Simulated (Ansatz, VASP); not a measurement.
C in VASP and in Ansatz

```
CELL_PARAMETERS angstrom
4.99422 0.00000 0.00000
0.00000 4.99422 0.00000
0.00000 0.00000 19.01431
ATOMIC_POSITIONS crystal
C 0.88796 0.00038 0.39099
C 0.88791 0.50040 0.39099
C 0.61187 0.00040 0.39093
C 0.61180 0.50038 0.39094
C 0.51618 0.25041 0.42735
C 0.51618 0.75043 0.42736
C 0.98350 0.25042 0.42741
C 0.98351 0.75042 0.42740
C 0.24981 0.75046 0.47377
C 0.24981 0.25046 0.47376
C 0.74979 0.75033 0.47935
C 0.74978 0.25039 0.47936
C 0.74976 0.00039 0.52074
C 0.74977 0.50042 0.52075
C 0.24987 0.00049 0.52634
C 0.24987 0.50051 0.52633
C 0.51615 0.50050 0.57272
C 0.51615 0.00054 0.57272
C 0.98346 0.50053 0.57272
C 0.98346 0.00052 0.57271
C 0.88778 0.75052 0.60913
C 0.88789 0.25053 0.60913
C 0.61167 0.75052 0.60914
C 0.61181 0.25052 0.60915
```

Alike in both runs: functional LDA; k mesh 4 × 4 × 1; occupations gaussian, width 0.03 eV; no spin polarisation.

Ansatz relaxed the structure, and its values are those at the end. VASP's run is a single point on that final structure, the one shown.

|  | VASP | Ansatz |
| --- | --- | --- |
| version | VASP 6.6.1 | Ansatz 0.2.0 |
| potentials or method | VASP PAW LDA potentials, release 64 (C), cutoff 520 eV | scalar-relativistic, plane waves, PAW |
| valence electrons in the cell | 96 | 96 |

|  | VASP | Ansatz | Ansatz less VASP |
| --- | --- | --- | --- |
| gap on the k mesh at the Fermi level (eV) | 0.78 | 0.77 | -0.004 |
| least direct gap on the mesh (eV) | 0.81 | 0.81 | -0.003 |
| rms of the force components (eV/Å) | 0.050 | 0.021 | -0.0290 |

Ansatz warns that its potentials were made for another functional, while VASP's fit it. LDA's correlation is that of Perdew and Zunger in VASP and of Perdew and Wang (1992) in Ansatz. Ansatz's warnings: displaced walk ended near start symmetry, relaxation start displaced.
